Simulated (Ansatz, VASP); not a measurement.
**One calculation of P3O2, two programs**

```
P O
1.0
     3.05684    0.00000    0.00000
    -1.52842    2.64730    0.00000
     0.00000    0.00000   11.40208
P O
3 2
Direct
  0.00000 0.00000 0.00000
  0.33333 0.66667 0.55710
  0.66667 0.33333 0.44290
  0.33333 0.66667 0.07655
  0.66667 0.33333 0.92345
```

Alike in both runs: functional PBE; k mesh 12 × 12 × 4; occupations gaussian, width 0.1 eV; no spin polarisation.

Ansatz relaxed the structure, and its values are those at the end. VASP's run is a single point on that final structure, the one shown.

|  | VASP | Ansatz |
| --- | --- | --- |
| version | VASP 6.6.1 | Ansatz 0.2.0 |
| potentials or method | VASP PAW PBE potentials, release 64 (P, O), cutoff 520 eV | scalar-relativistic, plane waves, PAW |
| valence electrons in the cell | 27 | 27 |

```csv
,VASP,Ansatz,Ansatz less VASP
gap on the k mesh at the Fermi level (eV),none,none,-
pressure (GPa),-0.2,0.0,+0.16
rms of the force components (eV/Å),0.037,0.000,-0.0369
```

A gap of «none» marks a metal or a gap that the smearing closes. The functional is the same, so the differences come from potentials, cutoffs and numerics.
